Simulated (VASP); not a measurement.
# Mo (P6/mmm) in VASP: notebook

Mo is run at these levels: PBE; tasks: single point.

All numbers are computed with VASP 6.6.1; they aren't measurements. Logs are shortened: lines on timing, memory, paths and dates and some standing lists are left out, and cuts for length are marked.

**1. The cell of the first run**

The structure is hexagonal, space group P6/mmm (No. 191). Conventional cell: a = 2.772 Å, b = 2.772 Å, c = 2.524 Å, α = 90.00°, β = 90.00°, γ = 120.00°. Mo (site symmetry 6/mmm) has 8 Mo at 2.52 to 2.77 Å within 3.3 Å.

**2. Single point, PBE**

The input, INCAR:

```
PREC = Accurate
ENCUT = 520
EDIFF = 1E-6
ISMEAR = -1
SIGMA = 0.08
LREAL = F
LASPH = T
NELM = 80
ALGO = Normal
ISIF = 2
LWAVE = F
LCHARG = F
GGA = PE
NBANDS = 13
```

The input, KPOINTS:

```
Automatic mesh
0
Gamma
  18 18 16
```

The input, POSCAR:

```
Mo
1.0
    2.7721062491      0.0000000000      0.0000000000
   -1.3860531246      2.4007144337      0.0000000000
    0.0000000000      0.0000000000      2.5241163024
Mo
1
Direct
    0.0000000000      0.0000000000      0.0000000000
```

Potentials or basis: VASP PAW PBE potentials, release 64 (Mo_sv).

The run is started by

```console
cat potpaw_PBE.64/Mo_sv/POTCAR > POTCAR
mpirun -np 1 vasp_std > vasp.out
```

OUTCAR:

```text
PREC = Accurate
   ENCUT = 520
   EDIFF = 1E-6
   ISMEAR = -1
   LREAL = F
   LASPH = T
   NELM = 80
   ISIF = 2
   GGA = PE

 ion  position               nearest neighbor table
   1  0.000  0.000  0.000-

  LATTYP: Found a hexagonal cell.
 ALAT       =     2.7721062491
 C/A-ratio  =     0.9105409662

  Lattice vectors:

 A1 = (   2.7721062491,   0.0000000000,   0.0000000000)
 A2 = (  -1.3860531246,   2.4007144337,   0.0000000000)
 A3 = (   0.0000000000,   0.0000000000,   2.5241163024)

Analysis of symmetry for initial positions (statically):
=====================================================================
 Subroutine PRICEL returns:
 Original cell was already a primitive cell.

 Routine SETGRP: Setting up the symmetry group for a
 hexagonal supercell.

 Subroutine GETGRP returns: Found 24 space group operations
 (whereof 24 operations were pure point group operations)
 out of a pool of 24 trial point group operations.

The static configuration has the point symmetry D_6h.

Analysis of symmetry for dynamics (positions and initial velocities):
=====================================================================
 Subroutine PRICEL returns:
 Original cell was already a primitive cell.

 Routine SETGRP: Setting up the symmetry group for a
 hexagonal supercell.

 Subroutine GETGRP returns: Found 24 space group operations
 (whereof 24 operations were pure point group operations)
 out of a pool of 24 trial point group operations.

The dynamic configuration has the point symmetry D_6h.

 Subroutine INISYM returns: Found 24 space group operations
 (whereof 24 operations are pure point group operations),
 and found     1 'primitive' translations

----------------------------------------------------------------------------------------

                                     Primitive cell

  volume of cell :      16.7981

  direct lattice vectors                    reciprocal lattice vectors
     2.772106249  0.000000000  0.000000000     0.360736534  0.208271335  0.000000000
    -1.386053125  2.400714434  0.000000000     0.000000000  0.416542670  0.000000000
     0.000000000  0.000000000  2.524116302     0.000000000  0.000000000  0.396178258

  length of vectors
     2.772106249  2.772106249  2.524116302     0.416542670  0.416542670  0.396178258

  position of ions in fractional coordinates (direct lattice)
     0.000000000  0.000000000  0.000000000

  ion indices of the primitive-cell ions
   primitive index   ion index
                 1           1

----------------------------------------------------------------------------------------

 KPOINTS: Automatic mesh

Automatic generation of k-mesh.
 Grid dimensions read from file:
 generate k-points for:   18   18   16

 Generating k-lattice:

  Cartesian coordinates                     Fractional coordinates (reciprocal lattice)
     0.020040919  0.011570630  0.000000000     0.055555556  0.000000000  0.000000000
     0.000000000  0.023141259  0.000000000     0.000000000  0.055555556  0.000000000
     0.000000000  0.000000000  0.024761141     0.000000000  0.000000000  0.062500000

  Length of vectors
     0.023141259  0.023141259  0.024761141

  Shift w.r.t. Gamma in fractional coordinates (k-lattice)
     0.000000000  0.000000000  0.000000000

 Subroutine IBZKPT returns following result:
 ===========================================

 Found    333 irreducible k-points:

 Following reciprocal coordinates:
            Coordinates               Weight
  0.000000  0.000000  0.000000      1.000000
  0.055556  0.000000  0.000000      6.000000
  0.111111  0.000000  0.000000      6.000000
  0.166667  0.000000  0.000000      6.000000
  0.222222  0.000000  0.000000      6.000000
  0.277778  0.000000  0.000000      6.000000
[... 16 lines left out ...]
  0.333333  0.111111  0.000000     12.000000
  0.388889  0.111111  0.000000     12.000000
 [... further k-points ...]
   k-points           NKPTS =    333   k-points in BZ     NKDIM =    333   number of bands    NBANDS=     13
   number of dos      NEDOS =    301   number of ions     NIONS =      1
   total plane-waves  NPLWV =  11520
   dimension x,y,z NGX =    24 NGY =   24 NGZ =   20
   dimension x,y,z NGXF=    48 NGYF=   48 NGZF=   40
   ions per type =               1
   NGX,Y,Z   is equivalent  to a cutoff of  14.39, 14.39, 13.17 a.u.
   NGXF,Y,Z  is equivalent  to a cutoff of  28.79, 28.79, 26.35 a.u.
 SYSTEM =  unknown system
   PREC   = accura    normal or accurate (medium, high low for compatibility)
   ISTART =      0    job   : 0-new  1-cont  2-samecut
   ICHARG =      2    charge: 1-file 2-atom 10-const
   ISPIN  =      1    spin polarized calculation?
   LNONCOLLINEAR =      F non collinear calculations
   LSORBIT =      F    spin-orbit coupling
   LASPH  =      T    aspherical Exc in radial PAW
   ENCUT  =  520.0 eV  38.22 Ry    6.18 a.u.   5.15  5.15  4.69*2*pi/ulx,y,z
   NELM   =     80;   NELMIN=  2; NELMDL= -5     # of ELM steps
   EDIFF  = 0.1E-05   stopping-criterion for ELM
   LREAL  =      F    real-space projection
   EDIFFG = 0.1E-04   stopping-criterion for IOM
   NSW    =      0    number of steps for IOM
   IBRION =     -1    ionic relax: 0-MD 1-quasi-New 2-CG
   NFREE  =      0    steps in history (QN), initial steepest desc. (CG)
   ISIF   =      2    stress and relaxation
   ISYM   =      2    0-nonsym 1-usesym 2-fastsym
   POTIM  = 0.5000    time-step for ionic-motion
   TEBEG  =    0.0;   TEEND  =   0.0 temperature during run
   PSTRESS=    0.0 pullay stress
   NELECT =      14.0000    total number of electrons
   NUPDOWN=      -1.0000    fix difference up-down
   EMIN   =  10.00;   EMAX   =-10.00  energy-range for DOS
   EFERMI =   0.00;   METHOD = LEGACY
   ISMEAR =    -1;   SIGMA  =   0.08  broadening in eV -4-tet -1-fermi 0-gaus
   EFERMI_NEDOS =   21; number of points for ismear=-14 and -15
   IALGO  =     38    algorithm
   IMIX   =      4    mixing-type and parameters
     AMIX     =   0.40;   BMIX     =  1.00
     AMIX_MAG =   1.60;   BMIX_MAG =  1.00
  volume/ion in A,a.u.               =      16.80       113.36
  Fermi-wavevector in a.u.,A,eV,Ry     =   1.540627  2.911363 32.293871  2.373533
  Thomas-Fermi vector in A             =   2.646688
   LORBIT       =      0    0 simple, 1 ext, 2 COOP (PROOUT), +10 PAW based schemes
   GGA     = PE    functional components
   LHFCALC =     F    Hartree Fock is set to
   AEXX    =    0.0000 exact exchange contribution
   IVDW    =     0    specifies the selected vdW correction
   LEPSILON=     F    determine dielectric tensor
   LRPA    =     F    only Hartree local field effects (RPA)
 non-spin polarized calculation
  energy-cutoff  :      520.00
  volume of cell :       16.80
 maximum number of plane-waves:       464
 NGX is ok and might be reduce to    24
   NGX = 11   NGY = 11   NGZ =  9

 number of electron      14.0000000 magnetization

 Free energy of the ion-electron system (eV)
  ---------------------------------------------------
  ext. energy  EPLUGINS =         0.00000000
  ---------------------------------------------------
  free energy    TOTEN  =       -10.06680153 eV

  energy without entropy =      -10.04363082  energy(sigma->0) =      -10.05521618

 E-fermi :  11.3058     XC(G=0): -12.8956

 val. band max:       11.2990542653   @ k =   0.0000   0.0000   0.4375
 cond. band min:      11.3154169244   @ k =   0.3333   0.0556   0.2500
 fundamental gap:      0.0163626592
 Fermi energy:        11.3057860218

 k-point     1 :       0.0000    0.0000    0.0000
  band No.  band energies     occupation
      1     -49.6977      2.00000
      2     -23.0502      2.00000
      3     -23.0502      2.00000
      4     -22.8445      2.00000
      5       4.6248      2.00000
      6       7.0326      2.00000
      7      10.4341      1.99996
      8      10.4341      1.99996
      9      15.4615      0.00000
     10      15.4615      0.00000
     11      24.1679      0.00000
     12      27.6902      0.00000
     13      31.4314      0.00000

 k-point     2 :       0.0556    0.0000    0.0000
  band No.  band energies     occupation
      1     -49.6919      2.00000
      2     -23.0895      2.00000
      3     -23.0590      2.00000
      4     -22.8406      2.00000
      5       4.7422      2.00000
      6       7.0793      2.00000
      7      10.3177      1.99999
      8      10.5404      1.99986
      9      15.3457      0.00000
     10      15.4422      0.00000
     11      24.4336      0.00000
     12      27.9180      0.00000
     13      30.8017      0.00000

 k-point     3 :       0.1111    0.0000    0.0000
  band No.  band energies     occupation
      1     -49.6754      2.00000
      2     -23.2017      2.00000
      3     -23.0843      2.00000
      4     -22.8293      2.00000
      5       5.0766      2.00000
      6       7.2154      2.00000
      7      10.0178      2.00000
      8      10.8548      1.99290
      9      15.0295      0.00000
     10      15.3870      0.00000
     11      25.1510      0.00000
     12      28.5624      0.00000
     13      29.5054      0.00000
[... 305 lines left out ...]
 k-point    23 :       0.3333    0.1111    0.0000
  band No.  band energies     occupation
      1     -49.5207      2.00000
      2     -24.1122      2.00000
      3     -23.3887      2.00000
      4     -22.7237      2.00000
      5       7.1410      2.00000
      6       7.9354      2.00000
      7      10.6169      1.99964
      8      12.9738      0.00000
      9      14.7010      0.00000
     10      15.2918      0.00000
     11      21.8987      0.00000
     12      24.2998      0.00000
     13      29.3879      0.00000

 k-point    24 :       0.3889    0.1111    0.0000
  band No.  band energies     occupation
      1     -49.5046      2.00000
      2     -24.1997      2.00000
      3     -23.4200      2.00000
      4     -22.7129      2.00000
      5       7.0313      2.00000
      6       8.0669      2.00000
      7      11.2766      1.18066
      8      12.8073      0.00000
      9      14.6325      0.00000
     10      15.9970      0.00000
     11      21.0462      0.00000
     12      23.6318      0.00000
     13      28.9433      0.00000

 [... further k-points ...]
[... 5 lines left out ...]
  --------------------------------------------------------------------------------------
  -------------------------------------------------------------------------------------
  Total        0.0426466      0.0426466      0.0707427     -0.0000000     -0.0000000      0.0000000
  in kB        4.0675708      4.0675708      6.7473420     -0.0000000     -0.0000000      0.0000000
  external PRESSURE =       4.9608278 kB  Pullay stress =       0.0000000 kB

 VOLUME and BASIS-vectors are now :
 -----------------------------------------------------------------------------
  energy-cutoff  :      520.00
  volume of cell :       16.80
      direct lattice vectors                 reciprocal lattice vectors
     2.772106249  0.000000000  0.000000000     0.360736534  0.208271335  0.000000000
    -1.386053125  2.400714434  0.000000000     0.000000000  0.416542670  0.000000000
     0.000000000  0.000000000  2.524116302     0.000000000  0.000000000  0.396178258

 POSITION                                       TOTAL-FORCE (eV/Angst)
 -----------------------------------------------------------------------------------
      0.00000      0.00000      0.00000         0.000000      0.000000      0.000000
 -----------------------------------------------------------------------------------
    total drift:                               -0.000000     -0.000000      0.000000

  FREE ENERGIE OF THE ION-ELECTRON SYSTEM (eV)
  ---------------------------------------------------
  free  energy   TOTEN  =       -10.0668015338 eV

  energy  without entropy=      -10.0436308240  energy(sigma->0) =      -10.05521618
```

Wall time 15 s (1 thread of Intel Xeon 6975P-C (Granite Rapids), shared host); peak memory 0.19 GiB.

Results:

```
Free energy            : -10.0668 eV
Pressure               : 0.5 GPa
Band gap on the k mesh : zero (band 7 reaches 12.25 eV, above the bottom of band 8 at 10.43 eV)
```

Stress tensor (GPa, compression positive):
```
0.41 0.00 0.00
0.00 0.41 0.00
0.00 0.00 0.67
```

**3. Single point, PBE**

The input, INCAR:

```
SYSTEM = Mo
ALGO = Normal
EDIFF = 1E-7
ENCUT = 520
GGA = PE
ISIF = 2
ISMEAR = -1
LASPH = .TRUE.
LCHARG = .FALSE.
LREAL = .FALSE.
LWAVE = .FALSE.
NBANDS = 13
NELM = 100
PREC = Accurate
SIGMA = 0.08
```

The input, KPOINTS:

```
k-points
0
G
  18 18 16
  0 0 0
```

POSCAR is that of step 2.

Potentials or basis: VASP PAW PBE potentials, release 64 (Mo_sv).

The run is started by

```console
cat potpaw_PBE.64/Mo_sv/POTCAR > POTCAR
mpirun -np 1 vasp_std > vasp.out
```

Run time: 17 s. Hardware: 1 thread of Intel Xeon 6975P-C (Granite Rapids), shared host; peak memory 0.18 GiB.

Results (log left out):

```yaml
Free_energy: -10.0668 eV
Pressure: 0.5 GPa
Band_gap_on_the_k_mesh: zero (band 7 reaches 12.25 eV, above the bottom of band 8 at 10.43 eV)
```

Stress tensor (GPa, compression positive):
```
0.41 0.00 0.00
0.00 0.41 0.00
0.00 0.00 0.69
```

Levels at points of the mesh, in eV from the Fermi level:
```
           k point  band 4  band 5  band 6  band 7  band 8  band 9  band 10  band 11
(0.00, 0.00, 0.00)  -34.15   -6.68   -4.27   -0.87   -0.87    4.16     4.16    12.86
(0.50, 0.00, 0.00)  -34.02   -4.75   -3.23    0.94    1.35    3.55     4.17     9.75
(0.00, 0.00, 0.50)  -34.17   -3.46    0.03    0.03    0.25    0.56     0.56    10.47
(0.50, 0.00, 0.50)  -34.44   -5.22   -3.10   -0.63    4.57    6.05     6.51     7.19
```
